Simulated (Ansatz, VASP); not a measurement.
**One calculation of Pd, two programs**

INCAR

```
AGGAC = 1.0
AGGAX = 1.0
ALDAC = 0.0
ALDAX = 1.0
ALGO = Fast
EDIFF = 1E-6
ENCUT = 520
GGA = B5
ISIF = 2
ISMEAR = -1
LASPH = T
LCHARG = F
LREAL = F
LWAVE = F
NBANDS = 11
NELM = 80
PREC = Accurate
SIGMA = 0.05
```

File KPOINTS:

```
k-points
0
Gamma
  12 12 12
```

File POSCAR:

```
Pd
1.0
    0.0000000000      1.9465000000      1.9465000000
    1.9465000000      0.0000000000      1.9465000000
    1.9465000000      1.9465000000      0.0000000000
Pd
1
Direct
    0.0000000000      0.0000000000      0.0000000000
```

The input input.yaml:

```yaml
crystal:
  lattice:
    - [0.0, 1.9465, 1.9465]
    - [1.9465, 0.0, 1.9465]
    - [1.9465, 1.9465, 0.0]
  atoms:
    - { symbol: Pd, position: [0.0, 0.0, 0.0] }
kpoints:
  mp_grid: { grid: [12, 12, 12] }
  band_path:
    path:
      - [0.0, 0.0, 0.0]
      - [0.5, 0.0, 0.5]
      - [0.5, 0.25, 0.75]
      - [0.375, 0.375, 0.75]
      - [0.0, 0.0, 0.0]
      - [0.5, 0.5, 0.5]
      - [0.625, 0.25, 0.625]
      - [0.5, 0.25, 0.75]
    npoints: 10
scf:
  occupations: { method: fermi_dirac, width: 0.05 }
hamiltonian:
  xc: blyp
  pseudopotentials: { kind: all_electron, lapw: { basis_error: 0.001 } }
output:
  forces: true
  stress: true
  eigenvalues: true
```

Alike in both runs: functional BLYP; k mesh 12 × 12 × 12; occupations fermi-dirac, width 0.05 eV; no spin polarisation.

```csv
,VASP,Ansatz
version,VASP 6.6.1,Ansatz 0.2.0
potentials or method,"VASP PAW PBE potentials, release 64 (Pd), cutoff 520 eV","all-electron LAPW, scalar-relativistic"
task,single point,band structure
```

VASP gave:

- gap on the k mesh at the Fermi level (eV): none
- pressure (GPa): 18.5

Problem. Estimate Ansatz's values.

Solution. gap on the k mesh at the Fermi level (eV): none; pressure (GPa): 18.1.

VASP's potentials were made for PBE, not for BLYP. A gap of «none» marks a metal or a gap that the smearing closes. Ansatz ran all-electron here, and VASP with PAW potentials.
